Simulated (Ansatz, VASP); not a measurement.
**Two plane-wave programs on ZrC15O32**

```
Zr C O
1.0
     8.45443    0.00000    0.00000
     0.00000    8.45443    0.00000
     0.00000    0.00000    9.37554
Zr C O
1 15 32
Direct
  0.25000 0.25000 0.25000
  0.25000 0.25000 0.75000
  0.25000 0.75000 0.25000
  0.25000 0.75000 0.75000
  0.75000 0.25000 0.25000
  0.75000 0.25000 0.75000
  0.75000 0.75000 0.25000
  0.75000 0.75000 0.75000
  0.00000 0.00000 0.00000
  0.00000 0.00000 0.50000
  0.00000 0.50000 0.00000
  0.00000 0.50000 0.50000
  0.50000 0.00000 0.00000
  0.50000 0.00000 0.50000
  0.50000 0.50000 0.00000
  0.50000 0.50000 0.50000
  0.15241 0.34759 0.25000
  0.15241 0.34759 0.75000
  0.15241 0.84759 0.25000
  0.15241 0.84759 0.75000
  0.65241 0.34759 0.25000
  0.65241 0.34759 0.75000
  0.65241 0.84759 0.25000
  0.65241 0.84759 0.75000
  0.34759 0.15241 0.25000
  0.34759 0.15241 0.75000
  0.34759 0.65241 0.25000
  0.34759 0.65241 0.75000
  0.84759 0.15241 0.25000
  0.84759 0.15241 0.75000
  0.84759 0.65241 0.25000
  0.84759 0.65241 0.75000
  0.09759 0.09759 0.00000
  0.09759 0.09759 0.50000
  0.09759 0.59759 0.00000
  0.09759 0.59759 0.50000
  0.59759 0.09759 0.00000
  0.59759 0.09759 0.50000
  0.59759 0.59759 0.00000
  0.59759 0.59759 0.50000
  0.40241 0.40241 0.00000
  0.40241 0.40241 0.50000
  0.40241 0.90241 0.00000
  0.40241 0.90241 0.50000
  0.90241 0.40241 0.00000
  0.90241 0.40241 0.50000
  0.90241 0.90241 0.00000
  0.90241 0.90241 0.50000
```

Alike in both runs: task electric field gradients; functional PBE; k mesh 2 × 2 × 2; occupations fermi-dirac, width 0.01 eV; no spin polarisation.

|  | VASP | Ansatz |
| --- | --- | --- |
| version | VASP 6.6.1 | Ansatz 0.2.0 |
| potentials or method | VASP PAW PBE potentials, release 64 (Zr_sv, C, O) | plane-wave PAW, scalar-relativistic |
| plane-wave cutoff (eV) | 520 | 420 |
| valence electrons in the cell | 264 | 264 |

Ansatz gave:

```
pressure (GPa)                                                : 24.2
traceless stress, the component that is largest in VASP (GPa) : -31.96
rms of the force components (eV/Å)                            : 13.508
size of Vzz on the site where it differs most (V/Å²)          : 1774.4
```

Which values does VASP return?

Pressure (GPa): 22.8; traceless stress, the component that is largest in VASP (GPa): -27.54; rms of the force components (eV/Å): 11.744; size of Vzz on the site where it differs most (V/Å²): 1735.2.

Atom by atom the forces differ by 1.796 eV/Å (rms over components).

The k mesh is coarse, so the values compare programs but aren't converged. Noted on VASP's run: the standard files for N, O and F lose accuracy on very short bonds.
